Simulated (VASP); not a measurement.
A run of VASP 6.6.1 is set up as follows.

INCAR

```
ALGO = Normal
EDIFF = 1E-7
ENCUT = 520
GGA = PE
ISIF = 2
ISMEAR = -1
LASPH = T
LCHARG = F
LREAL = F
LWAVE = F
NBANDS = 12
NELM = 100
PREC = Accurate
SIGMA = 0.05
```

File KPOINTS:

```
k-points
0
Gamma
  11 11 11
```

File POSCAR:

```
Ti
1.0
    0.0217680000      1.9986910000      2.0313150000
    2.0064570000      0.0029940000      2.0500890000
    2.0395050000      2.0505140000     -0.0300550000
Ti
1
Direct
   -0.0156700000      0.0038100000      0.0066290000
```

Potentials or basis: VASP PAW PBE potentials, release 64 (Ti_sv).

Run with:

```bash
$ cat potpaw_PBE.64/Ti_sv/POTCAR > POTCAR
$ mpirun -np 1 vasp_std > vasp.out
```

Task: Estimate the band gap on the k mesh.

Result: Zero (band 6 reaches 9.38 eV, above the bottom of band 7 at 8.31 eV).

Task: Predict the pressure.

Result: 4.0 GPa.

Stress tensor (GPa, compression positive):
```
 4.53 -1.87  0.19
-1.87  4.28  1.54
 0.19  1.54  3.10
```

Caveat: the cell differs from its parent crystal (the cell strained at random).
